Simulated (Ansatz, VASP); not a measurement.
## Ga3As2P: VASP beside Ansatz

INCAR

```
SYSTEM = Ga3As2P
PREC = Accurate ; ENCUT = 520
EDIFF = 1E-6 ; ISMEAR = 0
SIGMA = 0.02 ; LREAL = .FALSE.
LASPH = .TRUE. ; NELM = 80
ALGO = Normal ; ISIF = 2
LWAVE = .FALSE. ; LCHARG = .FALSE.
GGA = PE ; NBANDS = 36
```

KPOINTS

```
Automatic mesh
0
G
  12 12 4
  0 0 0
```

Contents of POSCAR:

```
Ga3As2P
1.0
    4.0049452093      0.0000000000      0.0000000000
   -2.0024726046      3.4683842920      0.0000000000
    0.0000000000      0.0000000000      9.8151662000
Ga P As
3 1 2
Direct
    0.0000000000      0.0000000000      0.9934220000
    0.3333333333      0.6666666667      0.6733740000
    0.6666666667      0.3333333333      0.3335100000
    0.3333333333      0.6666666667      0.9166650000
    0.6666666667      0.3333333333      0.5862710000
    0.0000000000      0.0000000000      0.2467580000
```

Input for Ansatz:

```yaml
crystal:
  lattice:
    - [4.0049452093, 0.0, 0.0]
    - [-2.0024726046, 3.468384292, 0.0]
    - [0.0, 0.0, 9.8151662]
  atoms:
    - { symbol: Ga, position: [0.0, 0.0, 0.993422] }
    - { symbol: Ga, position: [0.3333333333, 0.6666666667, 0.673374] }
    - { symbol: Ga, position: [0.6666666667, 0.3333333333, 0.33351] }
    - { symbol: P, position: [0.3333333333, 0.6666666667, 0.916665] }
    - { symbol: As, position: [0.6666666667, 0.3333333333, 0.586271] }
    - { symbol: As, position: [0.0, 0.0, 0.246758] }
basis:
  ecutwfc: 420
kpoints:
  mp_grid: { grid: [12, 12, 4] }
  band_path: { path: [VBM, CBM], npoints: 2 }
hamiltonian:
  xc: pbe
scf:
  occupations: { method: gaussian, width: 0.02 }
output:
  forces: false
  stress: false
  eigenvalues: true
checkpoint:
  read: start.run
  write: ck
  compress: false
  write_wavefunctions: false
  write_every: 100000
```

Alike in both runs: task single point; functional PBE; k mesh 12 × 12 × 4; occupations gaussian, width 0.02 eV; no spin polarisation.

```csv
,VASP,Ansatz
version,VASP 6.6.1,Ansatz 0.2.0
potentials or method,"VASP PAW PBE potentials, release 64 (Ga_d, P, As), cutoff 520 eV","scalar-relativistic, plane waves, PAW"
valence electrons in the cell,54,74
```

```csv
,VASP,Ansatz,Ansatz less VASP
gap on the k mesh at the Fermi level (eV),0.52,0.52,+0.001
least direct gap on the mesh (eV),0.52,0.52,+0.001
```

VASP's potentials hold 54 valence electrons a cell and Ansatz's 74, so a difference there can come from the potentials and not from the codes.
